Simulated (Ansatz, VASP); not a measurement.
# MgSiSe3: VASP beside Ansatz

```
Mg Si Se
1.0
     4.73395    0.00000    0.00000
     0.00000    4.73395    0.00000
     0.00000    0.00000    4.73395
Mg Si Se
1 1 3
Direct
  0.00000 0.00000 0.00000
  0.50000 0.50000 0.50000
  0.00000 0.50000 0.50000
  0.50000 0.00000 0.50000
  0.50000 0.50000 0.00000
```

Alike in both runs: task relaxation of cell and atoms; functional PBE; k mesh 4 × 4 × 4; occupations gaussian, width 0.1 eV; no spin polarisation.

|  | VASP | Ansatz |
| --- | --- | --- |
| version | VASP 6.6.1 | Ansatz 0.2.0 |
| potentials or method | VASP PAW PBE potentials, release 64 (Mg, Si, Se), cutoff 600 eV | scalar-relativistic, plane waves, PAW |
| valence electrons in the cell | 24 | 62 |

```tsv
	VASP	Ansatz	Ansatz less VASP
gap on the k mesh at the Fermi level, each at its own relaxed structure (eV)	none	none	-
relaxed volume (Å³/atom)	23.05	22.98	-0.071
relaxed length of the cell vector where the two differ most in proportion (Å)	4.867	4.862	-0.0050
```

A gap of «none» marks a metal or a gap that the smearing closes. VASP's potentials hold 24 valence electrons a cell and Ansatz's 62, so a difference there can come from the potentials and not from the codes.
